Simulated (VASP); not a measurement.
F, 4 atoms in the cell. It takes space group C2/m (No. 12, monoclinic). The conventional cell has a = 6.164 Å, b = 3.706 Å, c = 7.755 Å, α = 90.00°, β = 111.54°, γ = 90.00°. F (site symmetry m) has 1 F at 1.45 Å within 1.9 Å. Within 1.9 Å of F (site symmetry m) lie 1 F at 1.45 Å. 

* Program: VASP 6.6.1
* Task: single point
* Functional: PBEsol
* Potentials or basis: VASP PAW PBE potentials, release 64 (F)
* Cutoff: 520 eV
* k mesh: 4 × 4 × 2
* Occupations: gaussian, width 0.05 eV
* Spin: no spin polarisation
* Dipole correction: no
* Further INCAR settings: ALGO = Normal; EDIFF = 1e-06; NBANDS = 22

Potentials or basis: VASP PAW PBE potentials, release 64 (F).

Launch:

```sh
$ cat potpaw_PBE.64/F/POTCAR > POTCAR
$ mpirun -np 1 vasp_std > vasp.out
```

Hardware: 1 thread of AMD EPYC 9R45 96-Core Processor (Zen 5), with other jobs on the host.

Q: How long does it take, and how much memory?

A: Run time: 14 s on 1 thread of AMD EPYC 9R45 96-Core Processor (Zen 5) (shared host), peak memory 0.16 GiB. Counts: scf iterations 12, k points 14.
